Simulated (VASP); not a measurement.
# Be3Cd in VASP: notebook

The runs below take Be3Cd through single point, with PBE.

All numbers are computed with VASP 6.6.1; they aren't measurements. Logs are shortened: lines on timing, memory, paths and dates and some standing lists are left out, and cuts for length are marked.

## 1. The cell of the first run

The cell holds a sheet with vacuum, 4 atoms: a = 4.708 Å, b = 4.708 Å, c = 23.800 Å, α = 90.00°, β = 90.00°, γ = 120.00°.

The cell was built from a structure type or drawn by symmetry, and may not be a known phase.

## 2. Single point, PBE

File INCAR:

```
PREC     = Accurate       # precision mode
ENCUT    = 520            # plane-wave cutoff, eV
EDIFF    = 1E-6           # SCF threshold, eV
ISMEAR   = 0              # smearing method
SIGMA    = 0.1            # smearing width, eV
LREAL    = False          # projectors in reciprocal space
LASPH    = True           # aspherical terms in the spheres
NELM     = 100            # most SCF steps
ALGO     = Fast           # electronic algorithm
ISIF     = 2              # what is computed and relaxed
LWAVE    = False          # write WAVECAR
LCHARG   = False          # write CHGCAR
LDIPOL   = True         
IDIPOL   = 3            
DIPOL    = 0.5 0.5 0.294
GGA      = PE             # functional
NBANDS   = 17             # bands
```

File KPOINTS:

```
regular mesh
0
Gamma
  12 12 1
```

File POSCAR:

```
Be3Cd
1.0
    4.7081448989      0.0000000000      0.0000000000
   -2.3540724495      4.0773730872      0.0000000000
    0.0000000000      0.0000000000     23.8000000000
Be Cd
3 1
Direct
    0.5000000000      0.0000000000      0.2941176471
    0.0000000000      0.5000000000      0.2941176471
    0.5000000000      0.5000000000      0.2941176471
    0.0000000000      0.0000000000      0.2941176471
```

Potentials or basis: VASP PAW PBE potentials, release 64 (Be, Cd).

On the command line:

```
$ cat potpaw_PBE.64/Be/POTCAR potpaw_PBE.64/Cd/POTCAR > POTCAR
$ mpirun -np 1 vasp_std > vasp.out
```

OUTCAR:

```text
PREC = Accurate
   ENCUT = 520
   EDIFF = 1E-6
   ISMEAR = 0
   LREAL = False
   LASPH = True
   NELM = 100
   ISIF = 2
   GGA = PE

 ion  position               nearest neighbor table
   1  0.500  0.000  0.294-   4 2.35   4 2.35   2 2.35   2 2.35   3 2.35   3 2.35
   2  0.000  0.500  0.294-   3 2.35   3 2.35   1 2.35   1 2.35   4 2.35   4 2.35
   3  0.500  0.500  0.294-   2 2.35   2 2.35   4 2.35   4 2.35   1 2.35   1 2.35
   4  0.000  0.000  0.294-   1 2.35   1 2.35   3 2.35   3 2.35   2 2.35   2 2.35

  LATTYP: Found a hexagonal cell.
 ALAT       =     4.7081448989
 C/A-ratio  =     5.0550695680

  Lattice vectors:

 A1 = (   4.7081448989,   0.0000000000,   0.0000000000)
 A2 = (  -2.3540724495,   4.0773730872,   0.0000000000)
 A3 = (   0.0000000000,   0.0000000000,  23.8000000000)

Analysis of symmetry for initial positions (statically):
=====================================================================
 Subroutine PRICEL returns:
 Original cell was already a primitive cell.

 Routine SETGRP: Setting up the symmetry group for a
 hexagonal supercell.

 Subroutine GETGRP returns: Found 24 space group operations
 (whereof 12 operations were pure point group operations)
 out of a pool of 24 trial point group operations.

The static configuration has the point symmetry C_6v.
 The point group associated with its full space group is D_6h.

Analysis of symmetry for dynamics (positions and initial velocities):
=====================================================================
 Subroutine PRICEL returns:
 Original cell was already a primitive cell.

 Routine SETGRP: Setting up the symmetry group for a
 hexagonal supercell.

 Subroutine GETGRP returns: Found 24 space group operations
 (whereof 12 operations were pure point group operations)
 out of a pool of 24 trial point group operations.

The dynamic configuration has the point symmetry C_6v.
 The point group associated with its full space group is D_6h.

 Subroutine INISYM returns: Found 24 space group operations
 (whereof 12 operations are pure point group operations),
 and found     1 'primitive' translations

----------------------------------------------------------------------------------------

                                     Primitive cell

  volume of cell :     456.8853

  direct lattice vectors                    reciprocal lattice vectors
     4.708144899  0.000000000  0.000000000     0.212397881  0.122627974  0.000000000
    -2.354072449  4.077373087  0.000000000     0.000000000  0.245255948  0.000000000
     0.000000000  0.000000000 23.800000000     0.000000000  0.000000000  0.042016807

  length of vectors
     4.708144899  4.708144899 23.800000000     0.245255948  0.245255948  0.042016807

  position of ions in fractional coordinates (direct lattice)
     0.500000000  0.000000000  0.294117647
     0.000000000  0.500000000  0.294117647
     0.500000000  0.500000000  0.294117647
     0.000000000  0.000000000  0.294117647

  ion indices of the primitive-cell ions
   primitive index   ion index
                 1           1
                 2           2
                 3           3
                 4           4

----------------------------------------------------------------------------------------

 KPOINTS: regular mesh

Automatic generation of k-mesh.
 Grid dimensions read from file:
 generate k-points for:   12   12    1

 Generating k-lattice:

  Cartesian coordinates                     Fractional coordinates (reciprocal lattice)
     0.017699823  0.010218998  0.000000000     0.083333333  0.000000000  0.000000000
     0.000000000  0.020437996  0.000000000     0.000000000  0.083333333  0.000000000
     0.000000000  0.000000000  0.042016807     0.000000000  0.000000000  1.000000000

  Length of vectors
     0.020437996  0.020437996  0.042016807

  Shift w.r.t. Gamma in fractional coordinates (k-lattice)
     0.000000000  0.000000000  0.000000000

 Subroutine IBZKPT returns following result:
 ===========================================

 Found     19 irreducible k-points:

 Following reciprocal coordinates:
            Coordinates               Weight
  0.000000  0.000000  0.000000      1.000000
  0.083333  0.000000  0.000000      6.000000
  0.166667 -0.000000  0.000000      6.000000
  0.250000  0.000000  0.000000      6.000000
  0.333333  0.000000  0.000000      6.000000
  0.416667  0.000000  0.000000      6.000000
[... 11 lines left out ...]
  0.333333  0.250000  0.000000     12.000000
  0.333333  0.333333  0.000000      2.000000
   k-points           NKPTS =     19   k-points in BZ     NKDIM =     19   number of bands    NBANDS=     17
   number of dos      NEDOS =    301   number of ions     NIONS =      4
   total plane-waves  NPLWV = 233280
   dimension x,y,z NGX =    36 NGY =   36 NGZ =  180
   dimension x,y,z NGXF=    72 NGYF=   72 NGZF=  360
   ions per type =               3   1
   NGX,Y,Z   is equivalent  to a cutoff of  12.71, 12.71, 12.57 a.u.
   NGXF,Y,Z  is equivalent  to a cutoff of  25.42, 25.42, 25.15 a.u.
 SYSTEM =  unknown system
   PREC   = accura    normal or accurate (medium, high low for compatibility)
   ISTART =      0    job   : 0-new  1-cont  2-samecut
   ICHARG =      2    charge: 1-file 2-atom 10-const
   ISPIN  =      1    spin polarized calculation?
   LNONCOLLINEAR =      F non collinear calculations
   LSORBIT =      F    spin-orbit coupling
   LASPH  =      T    aspherical Exc in radial PAW
   ENCUT  =  520.0 eV  38.22 Ry    6.18 a.u.   8.75  8.75 44.25*2*pi/ulx,y,z
   NELM   =    100;   NELMIN=  2; NELMDL= -5     # of ELM steps
   EDIFF  = 0.1E-05   stopping-criterion for ELM
   LREAL  =      F    real-space projection
[... 7 lines left out ...]
   TEBEG  =    0.0;   TEEND  =   0.0 temperature during run
   PSTRESS=    0.0 pullay stress
   NELECT =      18.0000    total number of electrons
   NUPDOWN=      -1.0000    fix difference up-down
   EMIN   =  10.00;   EMAX   =-10.00  energy-range for DOS
   EFERMI =   0.00;   METHOD = LEGACY
   ISMEAR =     0;   SIGMA  =   0.10  broadening in eV -4-tet -1-fermi 0-gaus
   EFERMI_NEDOS =   21; number of points for ismear=-14 and -15
   IALGO  =     68    algorithm
   IMIX   =      4    mixing-type and parameters
     AMIX     =   0.40;   BMIX     =  1.00
     AMIX_MAG =   1.60;   BMIX_MAG =  1.00
  volume/ion in A,a.u.               =     114.22       770.80
  Fermi-wavevector in a.u.,A,eV,Ry     =   0.557053  1.052678  4.221999  0.310308
  Thomas-Fermi vector in A             =   1.591484
   LORBIT       =      0    0 simple, 1 ext, 2 COOP (PROOUT), +10 PAW based schemes
   GGA     = PE    functional components
   LHFCALC =     F    Hartree Fock is set to
   AEXX    =    0.0000 exact exchange contribution
   IVDW    =     0    specifies the selected vdW correction
   LEPSILON=     F    determine dielectric tensor
   LRPA    =     F    only Hartree local field effects (RPA)
 non-spin polarized calculation
 RMM-DIIS sequential band-by-band and
 Gauss-broadening in eV      SIGMA  =   0.10
  energy-cutoff  :      520.00
  volume of cell :      456.89
 maximum number of plane-waves:     12336
 NGX is ok and might be reduce to    36
   NGX = 17   NGY = 17   NGZ = 89

 dipolmoment           0.000000      0.000000     -0.000001 electrons x Angstroem

 number of electron      17.9999998 magnetization

 dipolmoment           0.000000      0.000000      0.000004 electrons x Angstroem

 Free energy of the ion-electron system (eV)
  ---------------------------------------------------
  ext. energy  EPLUGINS =         0.00000000
  ---------------------------------------------------
  free energy    TOTEN  =        -8.62489934 eV

  energy without entropy =       -8.61607063  energy(sigma->0) =       -8.62048499

 E-fermi :  -3.4958     XC(G=0):  -1.8234

 val. band max:       -3.5342234681   @ k =   0.4167   0.0833   0.0000
 cond. band min:      -3.3762059047   @ k =   0.1667   0.1667   0.0000
 fundamental gap:      0.1580175634
 Fermi energy:        -3.4958099856

 k-point     1 :       0.0000    0.0000    0.0000
  band No.  band energies     occupation
      1     -12.4365      2.00000
      2     -12.4217      2.00000
      3     -12.4217      2.00000
      4     -12.0626      2.00000
      5     -12.0626      2.00000
      6      -9.9330      2.00000
[... 9 lines left out ...]
     16       2.5274      0.00000
     17       2.5378      0.00000

 k-point     2 :       0.0833    0.0000    0.0000
  band No.  band energies     occupation
      1     -12.4312      2.00000
      2     -12.4256      2.00000
      3     -12.4229      2.00000
      4     -12.0665      2.00000
      5     -12.0635      2.00000
      6      -9.8934      2.00000
[... 9 lines left out ...]
     16       2.1976      0.00000
     17       2.4888      0.00000

 k-point     3 :       0.1667   -0.0000    0.0000
  band No.  band energies     occupation
      1     -12.4527      2.00000
      2     -12.4261      2.00000
      3     -12.4007      2.00000
      4     -12.0772      2.00000
      5     -12.0660      2.00000
      6      -9.7717      2.00000
[... 9 lines left out ...]
     16       1.8659      0.00000
     17       2.3675      0.00000

 k-point     4 :       0.2500    0.0000    0.0000
  band No.  band energies     occupation
      1     -12.4830      2.00000
      2     -12.4304      2.00000
      3     -12.3663      2.00000
      4     -12.0916      2.00000
      5     -12.0694      2.00000
      6      -9.5603      2.00000
[... 9 lines left out ...]
     16       2.2222      0.00000
     17       3.0619      0.00000
[... 243 lines left out ...]
      1     -12.5143      2.00000
      2     -12.4681      2.00000
      3     -12.3042      2.00000
      4     -12.1090      2.00000
      5     -12.0871      2.00000
      6      -8.7504      2.00000
[... 9 lines left out ...]
     16       3.6098      0.00000
     17       4.3745      0.00000

 k-point    18 :       0.3333    0.2500    0.0000
  band No.  band energies     occupation
      1     -12.5156      2.00000
      2     -12.4790      2.00000
      3     -12.2945      2.00000
      4     -12.1094      2.00000
      5     -12.0930      2.00000
      6      -8.3390      2.00000
[... 9 lines left out ...]
     16       3.0843      0.00000
     17       3.9255      0.00000

 k-point    19 :       0.3333    0.3333    0.0000
  band No.  band energies     occupation
      1     -12.4995      2.00000
      2     -12.4995      2.00000
      3     -12.2915      2.00000
      4     -12.1024      2.00000
      5     -12.1024      2.00000
      6      -8.1237      2.00000
[... 9 lines left out ...]
     16       3.0283      0.00000
     17       3.7681      0.00000

------------------------ aborting loop because EDIFF is reached ----------------------------------------

 vacuum level on the upper side and lower side of the slab       (xc-potential included)        -0.006        -0.006

  FORCE on cell =-STRESS in cart. coord.  units (eV):
  Direction    XX          YY          ZZ          XY          YZ          ZX
  --------------------------------------------------------------------------------------
  -------------------------------------------------------------------------------------
  Total        0.1263165      0.1263165     -0.0028324     -0.0000000     -0.0000000      0.0000000
  in kB        0.4429588      0.4429588     -0.0099326     -0.0000000     -0.0000000      0.0000000
  external PRESSURE =       0.2919950 kB  Pullay stress =       0.0000000 kB

 VOLUME and BASIS-vectors are now :
 -----------------------------------------------------------------------------
  energy-cutoff  :      520.00
  volume of cell :      456.89
      direct lattice vectors                 reciprocal lattice vectors
     4.708144899  0.000000000  0.000000000     0.212397881  0.122627974  0.000000000
    -2.354072449  4.077373087  0.000000000     0.000000000  0.245255948  0.000000000
     0.000000000  0.000000000 23.800000000     0.000000000  0.000000000  0.042016807

 POSITION                                       TOTAL-FORCE (eV/Angst)
 -----------------------------------------------------------------------------------
      2.35407      0.00000      7.00000        -0.000000     -0.000000      0.000000
     -1.17704      2.03869      7.00000         0.000000      0.000000      0.000000
      1.17704      2.03869      7.00000        -0.000000      0.000000      0.000000
      0.00000      0.00000      7.00000        -0.000000      0.000000     -0.000000
 -----------------------------------------------------------------------------------
    total drift:                               -0.000000     -0.000000     -0.000011

  FREE ENERGIE OF THE ION-ELECTRON SYSTEM (eV)
  ---------------------------------------------------
  free  energy   TOTEN  =        -8.6248993415 eV

  energy  without entropy=       -8.6160706324  energy(sigma->0) =       -8.62048499

 vacuum level on the upper side and lower side of the slab         0.930         0.930
```

Wall time 2.7 min (1 thread of AMD EPYC 9R45 (Zen 5), shared host); peak memory 0.57 GiB.

What came out:

| Quantity | Value |
| --- | --- |
| Free energy | -8.6249 eV |
| Band gap on the k mesh | zero (bands 9 and 10 overlap by 2.78 eV) |

## 3. Single point, PBE

This run uses another cell than the first one.

INCAR is that of step 2.

KPOINTS is that of step 2.

Changes to POSCAR since step 2:

```diff
@@ -2,4 +2,4 @@
 1.0
-    4.7081448989      0.0000000000      0.0000000000
-   -2.3540724495      4.0773730872      0.0000000000
+    4.6823656166      0.0000000000      0.0000000000
+   -2.3411828083      4.0550475738      0.0000000000
     0.0000000000      0.0000000000     23.8000000000
```

Potentials or basis: VASP PAW PBE potentials, release 64 (Be, Cd).

On the command line:

```
$ cat potpaw_PBE.64/Be/POTCAR potpaw_PBE.64/Cd/POTCAR > POTCAR
$ mpirun -np 1 vasp_std > vasp.out
```

It took 2.6 min on 1 thread of AMD EPYC 9R45 (Zen 5), shared host; peak memory 0.57 GiB.

It converged, with:

| Property | Result |
| --- | --- |
| Free energy | -8.6203 eV |
| Band gap on the k mesh | zero (bands 9 and 10 overlap by 2.79 eV) |

Levels at points of the mesh, in eV from the Fermi level:
```
           k point  band 5  band 6  band 7  band 8  band 9  band 10  band 11  band 12  band 13  band 14
(0.00, 0.00, 0.00)   -8.60   -6.48   -1.23   -1.16   -0.70    -0.70     3.66     3.91     4.26     4.27
(0.50, 0.00, 0.00)   -8.61   -5.03   -4.60   -1.04   -0.88     1.15     1.33     5.52     5.67     5.72
```

## 4. Single point, PBE

File INCAR:

```
ALGO = Fast ; DIPOL = 0.5 0.5 0.294
EDIFF = 1E-6 ; ENCUT = 520
GGA = PE ; IDIPOL = 3
ISIF = 2 ; ISMEAR = 0
LASPH = T ; LCHARG = F
LDIPOL = T ; LREAL = F
LWAVE = F ; NBANDS = 17
NELM = 100 ; PREC = Accurate
SIGMA = 0.1
```

File KPOINTS:

```
k-points
0
Gamma
  12 12 1
```

Changes to POSCAR since step 3:

```diff
@@ -2,4 +2,4 @@
 1.0
-    4.6823656166      0.0000000000      0.0000000000
-   -2.3411828083      4.0550475738      0.0000000000
+    4.7081448989      0.0000000000      0.0000000000
+   -2.3540724495      4.0773730872      0.0000000000
     0.0000000000      0.0000000000     23.8000000000
```

On the command line:

```
$ cat potpaw_PBE.64/Be/POTCAR potpaw_PBE.64/Cd/POTCAR > POTCAR
$ mpirun -np 1 vasp_std > vasp.out
```

Run time: 2.6 min. Hardware: 1 thread of AMD EPYC 9R45 (Zen 5), shared host; peak memory 0.57 GiB.

Results (log left out):

```yaml
Free_energy: -8.6249 eV
Band_gap_on_the_k_mesh: zero (bands 9 and 10 overlap by 2.78 eV)
```

Levels at points of the mesh, in eV from the Fermi level:
| k point | band 7 | band 8 | band 9 | band 10 | band 11 | band 12 |
| --- | --- | --- | --- | --- | --- | --- |
| (0.00, 0.00, 0.00) | -1.19 | -1.14 | -0.69 | -0.69 | 3.66 | 3.83 |
| (0.50, 0.00, 0.00) | -4.57 | -1.04 | -0.89 | 1.17 | 1.34 | 5.48 |
